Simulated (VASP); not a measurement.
LiH: single point with PBE-based screened hybrid

The system is LiH.

```
CELL_PARAMETERS angstrom
0.00000 2.03675 2.03675
2.03675 0.00000 2.03675
2.03675 2.03675 0.00000
ATOMIC_POSITIONS crystal
Li 0.00000 0.00000 0.00000
H 0.50000 0.50000 0.50000
```

| Property | Result |
| --- | --- |
| Program | VASP 6.6.1 |
| Task | single point |
| Functional | PBE-based screened hybrid |
| Potentials or basis | VASP PAW PBE potentials, release 64 (Li_sv, H) |
| Cutoff | 520 eV |
| k mesh | 7 × 7 × 7 |
| Occupations | methfessel-paxton, width 0.01 eV |
| Spin | no spin polarisation |

| Property | Result |
| --- | --- |
| Band gap on the k mesh | 4.30 eV, direct |

Levels at points of the mesh, in eV from the valence-band top:
```tsv
k point	band 1	band 2	band 3	band 4	band 5	band 6	band 7
(0.00, 0.00, 0.00)	-47.16	-5.66	17.14	18.81	18.81	18.81	23.35
```

It took 2.9 min on 1 thread of AMD EPYC 9R45 (Zen 5), with other jobs on the host, peak memory 0.2 GiB.

 A k mesh can miss the band edges.
